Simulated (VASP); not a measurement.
# PbS (Fm-3m) in VASP: further runs, part 3 of 3

VASP 6.6.1.

**4. Relaxation of cell and atoms, PBE**

File INCAR:

```
ALGO = Normal
EDIFF = 1E-6
EDIFFG = -0.005
ENCUT = 600
GGA = PE
IBRION = 2
ISIF = 3
ISMEAR = 0
LASPH = True
LCHARG = False
LREAL = False
LWAVE = False
NELM = 60
NSW = 100
PREC = Accurate
SIGMA = 0.02
```

File KPOINTS:

```
k-points
0
Gamma
  10 10 10
```

File POSCAR:

```
PbS
1.0
    0.0000000000      2.9650006778      2.9650006778
    2.9650006778      0.0000000000      2.9650006778
    2.9650006778      2.9650006778      0.0000000000
Pb S
1 1
Direct
    0.5000000000      0.5000000000      0.5000000000
    0.0000000000      0.0000000000      0.0000000000
```

Potentials or basis: VASP PAW PBE potentials, release 64 (Pb_d, S).

The run is started by

```console
$ cat potpaw_PBE.64/Pb_d/POTCAR potpaw_PBE.64/S/POTCAR > POTCAR
$ mpirun -np 1 vasp_std > vasp.out
```

OUTCAR:

```text
EDIFF = 1E-6
   EDIFFG = -0.005
   ENCUT = 600
   GGA = PE
   IBRION = 2
   ISIF = 3
   ISMEAR = 0
   LASPH = True
   LREAL = False
   NELM = 60
   NSW = 100
   PREC = Accurate

 ion  position               nearest neighbor table
   1  0.500  0.500  0.500-   2 2.97   2 2.97   2 2.97   2 2.97   2 2.97   2 2.97
   2  0.000  0.000  0.000-   1 2.97   1 2.97   1 2.97   1 2.97   1 2.97   1 2.97

  LATTYP: Found a face centered cubic cell.
 ALAT       =     5.9300013556

  Lattice vectors:

 A1 = (   0.0000000000,   2.9650006778,   2.9650006778)
 A2 = (   2.9650006778,   0.0000000000,   2.9650006778)
 A3 = (   2.9650006778,   2.9650006778,   0.0000000000)

Analysis of symmetry for initial positions (statically):
=====================================================================
 Subroutine PRICEL returns:
 Original cell was already a primitive cell.

 Routine SETGRP: Setting up the symmetry group for a
 face centered cubic supercell.

 Subroutine GETGRP returns: Found 48 space group operations
 (whereof 48 operations were pure point group operations)
 out of a pool of 48 trial point group operations.

The static configuration has the point symmetry O_h .

Analysis of symmetry for dynamics (positions and initial velocities):
=====================================================================
 Subroutine PRICEL returns:
 Original cell was already a primitive cell.

 Routine SETGRP: Setting up the symmetry group for a
 face centered cubic supercell.

 Subroutine GETGRP returns: Found 48 space group operations
 (whereof 48 operations were pure point group operations)
 out of a pool of 48 trial point group operations.

The dynamic configuration has the point symmetry O_h .

 Subroutine INISYM returns: Found 48 space group operations
 (whereof 48 operations are pure point group operations),
 and found     1 'primitive' translations

----------------------------------------------------------------------------------------

[... 131 lines left out ...]

--------------------------------------- Ionic step        1  -------------------------------------------

 number of electron      20.0000002 magnetization

 Free energy of the ion-electron system (eV)
  ---------------------------------------------------
  ext. energy  EPLUGINS =         0.00000000
  ---------------------------------------------------
  free energy    TOTEN  =        -8.75525713 eV

  energy without entropy =       -8.75525713  energy(sigma->0) =       -8.75525713

------------------------ aborting loop because EDIFF is reached ----------------------------------------

  FORCE on cell =-STRESS in cart. coord.  units (eV):
  Direction    XX          YY          ZZ          XY          YZ          ZX
  --------------------------------------------------------------------------------------
  -------------------------------------------------------------------------------------
  Total        0.7377477      0.7377477      0.7377477      0.0000000      0.0000000     -0.0000000
  in kB       22.6732653     22.6732653     22.6732653      0.0000000      0.0000000     -0.0000000
  external PRESSURE =      22.6732653 kB  Pullay stress =       0.0000000 kB
[... 59 lines left out ...]
--------------------------------------- Ionic step        3  -------------------------------------------

 number of electron      19.9999998 magnetization

 Free energy of the ion-electron system (eV)
  ---------------------------------------------------
  ext. energy  EPLUGINS =         0.00000000
  ---------------------------------------------------
  free energy    TOTEN  =        -8.76943590 eV

  energy without entropy =       -8.76943590  energy(sigma->0) =       -8.76943590

 E-fermi :   5.4058     XC(G=0):  -9.5031

 val. band max:        5.2899115824   @ k =   0.5000   0.0000   0.0000
 cond. band min:       5.7871112899   @ k =   0.5000   0.0000   0.0000
 fundamental gap:      0.4971997075
 Fermi energy:         5.4057939615

 k-point     1 :       0.0000    0.0000    0.0000
  band No.  band energies     occupation
      1     -11.4394      2.00000
      2     -11.4394      2.00000
      3     -11.4394      2.00000
      4     -11.4221      2.00000
      5     -11.4221      2.00000
      6      -7.9309      2.00000
      7      -0.7770      2.00000
      8       3.3429      2.00000
      9       3.3429      2.00000
     10       3.3429      2.00000
     11      10.4266      0.00000
     12      10.4266      0.00000
     13      10.4266      0.00000
     14      12.1543      0.00000
[... 377 lines left out ...]
      1     -11.5075      2.00000
      2     -11.4534      2.00000
      3     -11.4105      2.00000
      4     -11.4000      2.00000
      5     -11.3953      2.00000
      6      -6.7849      2.00000
      7      -2.1635      2.00000
      8       1.9631      2.00000
      9       2.4421      2.00000
     10       2.5982      2.00000
     11       9.0518      0.00000
     12       9.5980      0.00000
     13      10.1870      0.00000
     14      10.6905      0.00000

 [... further k-points ...]
[... 5 lines left out ...]
  --------------------------------------------------------------------------------------
  -------------------------------------------------------------------------------------
  Total        0.0021797      0.0021797      0.0021797      0.0000000     -0.0000000      0.0000000
  in kB        0.0644238      0.0644238      0.0644238      0.0000000     -0.0000000      0.0000000
  external PRESSURE =       0.0644238 kB  Pullay stress =       0.0000000 kB
[... 17 lines left out ...]
  FREE ENERGIE OF THE ION-ELECTRON SYSTEM (eV)
  ---------------------------------------------------
  free  energy   TOTEN  =        -8.7694358969 eV

  energy  without entropy=       -8.7694358969  energy(sigma->0) =       -8.76943590

 reached required accuracy - stopping structural energy minimisation
```

CONTCAR:

```text
PbS
   1.00000000000000
     0.0000000000000000    3.0038189260716046    3.0038189260716046
     3.0038189260716046    0.0000000000000000    3.0038189260716046
     3.0038189260716046    3.0038189260716046   -0.0000000000000000
  Pb              S
     1     1
Direct
     0.5000000000000000    0.5000000000000000    0.5000000000000000
     0.0000000000000000    0.0000000000000000    0.0000000000000000

  0.00000000E+00  0.00000000E+00  0.00000000E+00
  0.00000000E+00  0.00000000E+00  0.00000000E+00
```

It took 43 s on 1 thread of Intel Xeon 6975P-C (Granite Rapids), shared host; peak memory 0.23 GiB.

Results:

| Property | Result |
| --- | --- |
| Free energy | -8.7694 eV |
| Relaxed volume | 27.10 Å³/atom |
| Relaxed cell | a = 4.248 Å, b = 4.248 Å, c = 4.248 Å, α = 60.00°, β = 60.00°, γ = 60.00° |
| Space group after relaxing (to 0.1 Å) | Fm-3m (No. 225) |
| Energy gained by relaxing | 7.1 meV/atom |
| Ionic steps | 3 |
| Pressure after relaxing | 0.0 GPa |
| Band gap on the k mesh | 0.50 eV |

The path:
```csv
step,energy change (eV),largest force (eV/Å),pressure (GPa),volume (Å³)
1,0.0000,0.0000,2.27,52.13
2,-0.0125,0.0000,-0.71,54.96
3,-0.0142,0.0000,0.01,54.21
```

Final structure:
```
CELL_PARAMETERS angstrom
0.00000 3.00382 3.00382
3.00382 0.00000 3.00382
3.00382 3.00382 0.00000
ATOMIC_POSITIONS crystal
Pb 0.50000 0.50000 0.50000
S 0.00000 0.00000 0.00000
```

Levels at points of the mesh, in eV from the valence-band top:
```csv
k point,band 6,band 7,band 8,band 9,band 10,band 11,band 12,band 13,band 14
"(0.00, 0.00, 0.00)",-13.22,-6.07,-1.95,-1.95,-1.95,5.14,5.14,5.14,6.86
"(0.50, 0.00, 0.00)",-12.07,-8.59,-1.58,-1.58,0.00,0.50,2.08,2.08,8.65
"(0.50, 0.50, 0.00)",-11.70,-7.11,-4.83,-3.16,-3.16,4.07,5.49,5.58,5.58
```

Caveat: spin-orbit coupling is left out, which moves the levels of the heavy elements. A k mesh can miss the band edges.

**5. Overview**

| task | cell | k mesh | cutoff (eV) | smearing | gap on the mesh (eV) | pressure (GPa) |
| --- | --- | --- | --- | --- | --- | --- |
| single point | a = 4.193 Å, angles 60.0°, 2 atoms | 6 × 6 × 6 | 520 | gaussian 0.1 eV | 0.36 | 2.2 |
| single point | a = 4.249 Å, angles 60.0°, 2 atoms | 10 × 10 × 10 | 520 | gaussian 0.02 eV | 0.50 | -0.1 |
| relaxation of cell and atoms | relaxed from a = 4.193 Å, angles 60.0°, 2 atoms | 10 × 10 × 10 | 600 | gaussian 0.02 eV | 0.50 | 0.0 |

Alike in all rows: level PBE; potentials or basis VASP PAW PBE potentials, release 64 (Pb_d, S); no spin polarisation.

Caveats: spin-orbit coupling is left out, which moves the levels of the heavy elements.

Absolute energies hang on the potentials; compare differences alone.
